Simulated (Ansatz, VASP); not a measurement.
# Ga in VASP and in Ansatz

INCAR

```
SYSTEM = Ga
PREC = Accurate
ENCUT = 520
EDIFF = 1E-6
ISMEAR = -1
SIGMA = 0.1
LREAL = .False.
LASPH = .True.
NELM = 100
ALGO = Normal
ISIF = 2
LWAVE = .False.
LCHARG = .False.
GGA = PE
NBANDS = 12
```

Contents of KPOINTS:

```
regular mesh
0
Gamma
  21 21 21
  0 0 0
```

The input POSCAR:

```
Ga
1.0
    0.0000000000      2.0590402073      2.0590402073
    2.0590402073      0.0000000000      2.0590402073
    2.0590402073      2.0590402073      0.0000000000
Ga
1
Direct
    0.0000000000      0.0000000000      0.0000000000
```

Input for Ansatz:

```yaml
crystal:
  lattice:
    - [0.0, 2.0590402073, 2.0590402073]
    - [2.0590402073, 0.0, 2.0590402073]
    - [2.0590402073, 2.0590402073, 0.0]
  atoms:
    - { symbol: Ga, position: [0.0, 0.0, 0.0] }
hamiltonian:
  xc: pbe
  pseudopotentials:
    kind: paw
    azcp:
      Ga: "pseudopotentials/Ga.paw.azcp"
basis:
  ecutwfc: 420
  fft_grid_basis: typed
kpoints:
  mp_grid: { grid: [21, 21, 21], shift: [0, 0, 0] }
magnetization:
  spin_polarized: false
scf:
  occupations: { method: fermi_dirac, width: 0.1 }
output:
  stress: true
```

Alike in both runs: task single point; functional PBE; k mesh 21 × 21 × 21; occupations fermi-dirac, width 0.1 eV; no spin polarisation.

|  | VASP | Ansatz |
| --- | --- | --- |
| version | VASP 6.6.1 | Ansatz 0.2.0 |
| potentials or method | VASP PAW PBE potentials, release 64 (Ga_d), cutoff 520 eV | plane waves (420 eV) with PAW, scalar-relativistic |
| valence electrons in the cell | 13 | 13 |

Ansatz gave:

```
pressure (GPa) : 4.8
```

**Question.** What did VASP give for the same quantities?

**Answer.** Pressure (GPa): 4.9.
